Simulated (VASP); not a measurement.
# H (P6_3/mmc) in VASP: notebook

Aim: see how the results for H move with the level of theory and the settings. Levels: PBEsol, r2SCAN. Tasks: electric field gradients.

Program: VASP 6.6.1. These are calculated values, not measurements. Logs are shortened: lines on timing, memory, paths and dates and some standing lists are left out, and cuts for length are marked.

## (1) The cell of the first run

Symmetry: P6_3/mmc, No. 194, hexagonal system. Conventional cell: a = 2.015 Å, b = 2.015 Å, c = 3.237 Å, α = 90.00°, β = 90.00°, γ = 120.00°. Within 2.6 Å of H (site symmetry -6m2) lie 12 H at 1.99 to 2.01 Å.

## (2) Electric field gradients, PBEsol

The input, INCAR:

```
ALGO = Normal
EDIFF = 1E-8
ENCUT = 400
GGA = PS
GGA_COMPAT = False
ISIF = 2
ISMEAR = -1
LASPH = True
LCHARG = False
LEFG = True
LREAL = False
LWAVE = False
NBANDS = 8
NELM = 120
PREC = Accurate
SIGMA = 0.03
```

The input, KPOINTS:

```
k-points
0
Gamma
  13 13 7
```

The input, POSCAR:

```
H
1.0
    2.0149994853      0.0000000000      0.0000000000
   -1.0074997427      1.7450407429      0.0000000000
    0.0000000000      0.0000000000      3.2370000000
H
2
Direct
    0.3333333333      0.6666666667      0.2500000000
    0.6666666667      0.3333333333      0.7500000000
```

Potentials or basis: VASP PAW PBE potentials, release 64 (H).

On the command line:

```console
$ cat potpaw_PBE.64/H/POTCAR > POTCAR
$ mpirun -np 1 vasp_std > vasp.out
```

OUTCAR:

```text
EDIFF = 1E-8
   ENCUT = 400
   GGA = PS
   ISIF = 2
   ISMEAR = -1
   LASPH = True
   LREAL = False
   NELM = 120
   PREC = Accurate

 ion  position               nearest neighbor table
   1  0.333  0.667  0.250-
   2  0.667  0.333  0.750-

  LATTYP: Found a hexagonal cell.
 ALAT       =     2.0149994853
 C/A-ratio  =     1.6064520232

  Lattice vectors:

 A1 = (   2.0149994853,   0.0000000000,   0.0000000000)
 A2 = (  -1.0074997427,   1.7450407429,   0.0000000000)
 A3 = (   0.0000000000,   0.0000000000,   3.2370000000)

Analysis of symmetry for initial positions (statically):
=====================================================================
 Subroutine PRICEL returns:
 Original cell was already a primitive cell.

 Routine SETGRP: Setting up the symmetry group for a
 hexagonal supercell.

 Subroutine GETGRP returns: Found 24 space group operations
 (whereof 12 operations were pure point group operations)
 out of a pool of 24 trial point group operations.

The static configuration has the point symmetry D_3d.
 The point group associated with its full space group is D_6h.

Analysis of symmetry for dynamics (positions and initial velocities):
=====================================================================
 Subroutine PRICEL returns:
 Original cell was already a primitive cell.

 Routine SETGRP: Setting up the symmetry group for a
 hexagonal supercell.

 Subroutine GETGRP returns: Found 24 space group operations
 (whereof 12 operations were pure point group operations)
 out of a pool of 24 trial point group operations.

The dynamic configuration has the point symmetry D_3d.
 The point group associated with its full space group is D_6h.

 Subroutine INISYM returns: Found 24 space group operations
 (whereof 12 operations are pure point group operations),
 and found     1 'primitive' translations

----------------------------------------------------------------------------------------

                                     Primitive cell

  volume of cell :      11.3821

  direct lattice vectors                    reciprocal lattice vectors
     2.014999485  0.000000000  0.000000000     0.496278042  0.286526261  0.000000000
    -1.007499743  1.745040743  0.000000000     0.000000000  0.573052523  0.000000000
[... 129 lines left out ...]
  free energy    TOTEN  =        -3.73836685 eV

  energy without entropy =       -3.73643107  energy(sigma->0) =       -3.73739896

 E-fermi :  -1.1692     XC(G=0):  -9.0251

 val. band max:       -1.1719312920   @ k =   0.2308   0.0769   0.2857
 cond. band min:      -1.1052352739   @ k =   0.4615   0.0000   0.2857
 fundamental gap:      0.0666960180
 Fermi energy:        -1.1692167023

 k-point     1 :       0.0000    0.0000    0.0000
  band No.  band energies     occupation
      1     -11.1540      2.00000
      2      -0.4473      0.00000
      3       6.8551      0.00000
      4      32.4842      0.00000
      5      32.8638      0.00000
      6      39.4031      0.00000
      7      39.4031      0.00000
      8      41.2713      0.00000
[... 243 lines left out ...]
 k-point    24 :       0.1538    0.0000    0.1429
  band No.  band energies     occupation
      1      -9.7748      2.00000
      2      -0.9363      0.00085
      3       9.9299      0.00000
      4      24.5727      0.00000
      5      28.0537      0.00000
      6      34.2634      0.00000
      7      35.7932      0.00000
      8      39.4618      0.00000

 [... further k-points ...]

------------------------ aborting loop because EDIFF is reached ----------------------------------------

  FORCE on cell =-STRESS in cart. coord.  units (eV):
  Direction    XX          YY          ZZ          XY          YZ          ZX
  --------------------------------------------------------------------------------------
  -------------------------------------------------------------------------------------
  Total       -1.7915920     -1.7915920     -2.0111497      0.0000000      0.0000000      0.0000000
  in kB     -252.1892012   -252.1892012   -283.0947252      0.0000000      0.0000000      0.0000000
  external PRESSURE =    -262.4910425 kB  Pullay stress =       0.0000000 kB

 VOLUME and BASIS-vectors are now :
 -----------------------------------------------------------------------------
  energy-cutoff  :      400.00
  volume of cell :       11.38
      direct lattice vectors                 reciprocal lattice vectors
     2.014999485  0.000000000  0.000000000     0.496278042  0.286526261  0.000000000
    -1.007499743  1.745040743  0.000000000     0.000000000  0.573052523  0.000000000
     0.000000000  0.000000000  3.237000000     0.000000000  0.000000000  0.308928020

 POSITION                                       TOTAL-FORCE (eV/Angst)
 -----------------------------------------------------------------------------------
     -0.00000      1.16336      0.80925         0.000000     -0.000000      0.000000
      1.00750      0.58168      2.42775        -0.000000      0.000000      0.000000
 -----------------------------------------------------------------------------------
    total drift:                               -0.000000      0.000000     -0.000000

  FREE ENERGIE OF THE ION-ELECTRON SYSTEM (eV)
  ---------------------------------------------------
  free  energy   TOTEN  =        -3.7383668466 eV

  energy  without entropy=       -3.7364310659  energy(sigma->0) =       -3.73739896

 Electric field gradients (V/A^2)
---------------------------------------------------------------------
 ion       V_xx      V_yy      V_zz      V_xy      V_xz      V_yz
---------------------------------------------------------------------
   1       0.036     0.035    -0.070    -0.001     0.000    -0.000
   2       0.036     0.035    -0.070    -0.001    -0.000     0.000
---------------------------------------------------------------------

 Electric field gradients after diagonalization (V/A^2)
 (convention: |V_zz| > |V_xx| > |V_yy|)
----------------------------------------------------------------------
 ion       V_xx      V_yy      V_zz     asymmetry (V_yy - V_xx)/ V_zz
----------------------------------------------------------------------
   1       0.036     0.034    -0.070       0.027
   2       0.036     0.034    -0.070       0.027
----------------------------------------------------------------------

           NMR quadrupolar parameters

 Cq : quadrupolar parameter    Cq=e*Q*V_zz/h
 eta: asymmetry parameters     (V_yy - V_xx)/ V_zz
 Q  : nuclear electric quadrupole moment in mb (millibarn)
----------------------------------------------------------------------
 ion       Cq(MHz)       eta       Q (mb)
----------------------------------------------------------------------
   1      -0.000       0.027       1.000
   2      -0.000       0.027       1.000
----------------------------------------------------------------------
```

OSZICAR:

```text
N       E                     dE             d eps       ncg     rms          rms(c)
DAV:   1    -0.341508905798E+01   -0.34151E+01   -0.82100E+02  1488   0.158E+02
DAV:   2    -0.373663197868E+01   -0.32154E+00   -0.31895E+00  1752   0.919E+00
DAV:   3    -0.373737000819E+01   -0.73803E-03   -0.73753E-03  1600   0.401E-01
DAV:   4    -0.373737003781E+01   -0.29618E-07   -0.29427E-07  1904   0.244E-03
DAV:   5    -0.373737003769E+01    0.12687E-09   -0.45821E-12  1592   0.625E-06    0.790E-01
DAV:   6    -0.373806037897E+01   -0.69034E-03   -0.79903E-05  1720   0.612E-02    0.486E-01
DAV:   7    -0.373835774847E+01   -0.29737E-03   -0.92561E-05  1688   0.590E-02    0.150E-02
DAV:   8    -0.373836527642E+01   -0.75279E-05   -0.13457E-06  1840   0.903E-03    0.561E-03
DAV:   9    -0.373836682707E+01   -0.15507E-05   -0.41050E-07  1704   0.493E-03    0.149E-04
DAV:  10    -0.373836684629E+01   -0.19213E-07   -0.31875E-10  1264   0.141E-04    0.444E-05
DAV:  11    -0.373836684661E+01   -0.32174E-09   -0.49350E-11   760   0.499E-05
   1 F= -.37383668E+01 E0= -.37373990E+01  d E =-.193578E-02
```

stdout:

```text
POSCAR found type information on POSCAR H
 POSCAR found :  1 types and       2 ions
 scaLAPACK will be used
 -----------------------------------------------------------------------------
|                                                                             |
|                                                                             |
|     You enforced a specific xc type in the INCAR file but a different       |
|     I HOPE YOU KNOW WHAT YOU ARE DOING!                                     |
|                                                                             |
 -----------------------------------------------------------------------------

 LDA part: xc-table for (Slater+PW92), standard interpolation
 POSCAR, INCAR and KPOINTS ok, starting setup
 FFT: planning ... GRIDC
 FFT: planning ... GRID_SOFT
 FFT: planning ... GRID
 WAVECAR not read
 entering main loop
ion   1

ion   2
```

Wall time 4.3 s (1 thread of Intel Xeon Platinum 8259CL at 2.50GHz (Skylake/Cascade Lake), shared host); peak memory 0.11 GiB.

What came out:

| Item | Value |
| --- | --- |
| Free energy | -3.7384 eV |
| Pressure | -26.2 GPa |
| Band gap on the k mesh | zero (bands 1 and 2 overlap by 8.82 eV) |
| Largest electric field gradient by atom | H -0.07 V/Å² |

Stress tensor (GPa, compression positive):
```
-25.22   0.00   0.00
  0.00 -25.22   0.00
  0.00   0.00 -28.31
```

Levels at points of the mesh, in eV from the Fermi level:
| k point | band 1 | band 2 | band 3 | band 4 |
| --- | --- | --- | --- | --- |
| (0.00, 0.00, 0.00) | -9.98 | 0.72 | 8.02 | 33.65 |

Caveat: the cell stands under tension; the atoms stand far beyond bonding distance, and open shells without spin polarisation read as a metal; without QUAD_EFG the Cq values of the log hold for a quadrupole moment of 1 mb, not for the nuclei; the PAW data sets were made with another functional, which shifts forces and pressure a little.

[end of part 1 of 2]

The gap in the log of VASP goes by the Fermi energy; the results here count the filled bands.